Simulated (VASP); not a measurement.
Input of a VASP 6.6.1 run:

File POSCAR:

```
WS
1.0
    0.0000000000      2.9194725898      2.9194725898
    2.9194725898      0.0000000000      2.9194725898
    2.9194725898      2.9194725898      0.0000000000
W S
1 1
Direct
    0.0000000000      0.0000000000      0.0000000000
    0.2500000000      0.2500000000      0.2500000000
```

The input INCAR.step1:

```
  ALGO = Normal
  EDIFF = 1E-4
  ENCUT = 520
  GGA = PE
  ISMEAR = 0
  LASPH = T
  LCHARG = F
  LDAU = T
  LDAUJ = 0 0
  LDAUL = 2 -1
  LDAUTYPE = 2
  LDAUU = 6.2 0
  LMAXMIX = 4
  LREAL = F
  LWAVE = T
  NBANDS = 17
  NELM = 150
  PREC = Accurate
  SIGMA = 0.1
```

The input INCAR.step2:

```
  ALGO = Normal
  EDIFF = 1E-6
  ENCUT = 520
  ISIF = 2
  ISMEAR = 0
  ISTART = 1
  LASPH = T
  LCHARG = T
  LDAU = T
  LDAUJ = 0 0
  LDAUL = 2 -1
  LDAUPRINT = 1
  LDAUTYPE = 2
  LDAUU = 6.2 0
  LELF = T
  LMAXMIX = 4
  LMIXTAU = T
  LREAL = F
  LVHAR = T
  LWAVE = F
  METAGGA = R2SCAN
  NBANDS = 17
  NELM = 150
  PREC = Accurate
  SIGMA = 0.1
```

The input KPOINTS:

```
k-points
0
Gamma
  12 12 12
```

Potentials or basis: VASP PAW PBE potentials, release 64 (W_sv, S).

The run is started by

```console
$ cat potpaw_PBE.64/W_sv/POTCAR potpaw_PBE.64/S/POTCAR > POTCAR
$ cp INCAR.step1 INCAR
$ mpirun -np 1 vasp_std > vasp.out
$ cp INCAR.step2 INCAR
$ mpirun -np 1 vasp_std > vasp.out
```

**Question.** Predict the band gap on the k mesh.

**Answer.** 0.20 eV (least direct gap 0.33 eV).

**Question.** What does it give for the pressure?

**Answer.** -4.5 GPa.

Eigenvalues of the final occupation matrices:
```
    site  spin  trace               eigenvalues
site 1 d     1   1.73  0.10 0.10 0.10 0.72 0.72
site 1 d     2   1.73  0.10 0.10 0.10 0.72 0.72
```

Caveat: the cell stands under tension; the PAW data sets were made with another functional, which shifts forces and pressure a little; spin-orbit coupling is left out, which moves the levels of the heavy elements. A k mesh can miss the band edges.
